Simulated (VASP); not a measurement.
Write the native input for VASP 6.6.1 that does the following.

```
Task                   : single point
Functional             : PBE
Potentials or basis    : VASP PAW PBE potentials, release 64 (Al, N)
Cutoff                 : 520 eV
k mesh                 : 8 × 8 × 3
Occupations            : gaussian, width 0.05 eV
Spin                   : no spin polarisation
Dipole correction      : no
Further INCAR settings : ALGO = Normal; EDIFF = 1e-06; NBANDS = 26
```

The structure of AlN lies in POSCAR:

```
AlN
1.0
   -3.1302395629      0.0000000000      0.0000000000
   -1.5651197814     -2.7108669814      0.0000000000
   -0.7827164027     -0.4519015258     10.0359593112
Al N
4 4
Direct
    0.1825341197      0.1825341197      0.9046143587
    0.2658841197      0.2658841197      0.4046143587
    0.6408924531      0.6408924531      0.1546143587
    0.5575424531      0.5575424531      0.6546143587
    0.3174325469      0.3174325469      0.0953856413
    0.2340825469      0.2340825469      0.5953856413
    0.6090908803      0.6090908803      0.3453856413
    0.5257408803      0.5257408803      0.8453856413
```

One way to write it, as run:

INCAR

```
PREC = Accurate
ENCUT = 520
EDIFF = 1E-6
ISMEAR = 0
SIGMA = 0.05
LREAL = False
LASPH = True
NELM = 100
ALGO = Normal
ISIF = 2
LWAVE = False
LCHARG = False
GGA = PE
NBANDS = 26
```

KPOINTS

```
regular mesh
0
Gamma
  8 8 3
```

Potentials or basis: VASP PAW PBE potentials, release 64 (Al, N).

The run is started by

```bash
$ cat potpaw_PBE.64/Al/POTCAR potpaw_PBE.64/N/POTCAR > POTCAR
$ mpirun -np 1 vasp_std > vasp.out
```

It gave:

| Quantity | Value |
| --- | --- |
| Pressure | -1.0 GPa |
| Largest force | 1.678 eV/Å |
| Band gap on the k mesh | 3.23 eV, direct |

Caveat: forces of over 1 eV/Å act on the atoms, so gaps and moduli don't describe the material at rest.

It took 47 s on 1 thread of Intel(R) Xeon(R) 6975P-C (Granite Rapids), with other jobs on the host, peak memory 0.25 GiB.
